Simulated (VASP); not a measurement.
Write the native input for VASP 6.6.1 that does the following.

* Task: single point
* Functional: revPBE
* Potentials or basis: VASP PAW PBE potentials, release 64 (Co)
* Cutoff: 520 eV
* k mesh: 23 × 23 × 13
* Occupations: fermi-dirac, width 0.05 eV
* Spin: collinear spin, ferromagnetic start
* Starting moments: [1.714, 1.714] μB
* Dipole correction: no
* Further INCAR settings: ALGO = Normal; EDIFF = 1e-06; NBANDS = 20

The structure of Co lies in POSCAR:

```
Co
1.0
    2.6089685047      0.0000000000      0.0000000000
   -1.3044842523      2.2594330028      0.0000000000
    0.0000000000      0.0000000000      4.2123110453
Co
2
Direct
    0.3333333333      0.6666666667      0.2500000000
    0.6666666667      0.3333333333      0.7500000000
```

The input as run:

INCAR

```
ALGO = Normal ; EDIFF = 1E-6
ENCUT = 520 ; GGA = RE
ISIF = 2 ; ISMEAR = -1
ISPIN = 2 ; LASPH = True
LCHARG = False ; LMAXMIX = 4
LORBIT = 11 ; LREAL = False
LWAVE = False ; MAGMOM = 1.714 1.714
NBANDS = 20 ; NELM = 150
PREC = Accurate ; SIGMA = 0.05
```

KPOINTS

```
k-points
0
Gamma
  23 23 13
```

Potentials or basis: VASP PAW PBE potentials, release 64 (Co).

Launch:

```console
$ cat potpaw_PBE.64/Co/POTCAR > POTCAR
$ mpirun -np 1 vasp_std > vasp.out
```

It gave:

| Quantity | Value |
| --- | --- |
| Pressure | -17.2 GPa |
| Net moment | 3.42 μB per cell |
| Site moments | Co +1.76 μB |
| Valence electrons inside the program's atomic spheres | Co 8.04 |

Caveat: the cell stands under tension; the PAW data sets were made with another functional, which shifts forces and pressure a little.

Wall time 3.6 min on 1 thread of Intel(R) Xeon(R) Platinum 8488C (Sapphire Rapids), on a shared host, peak memory 0.36 GiB.
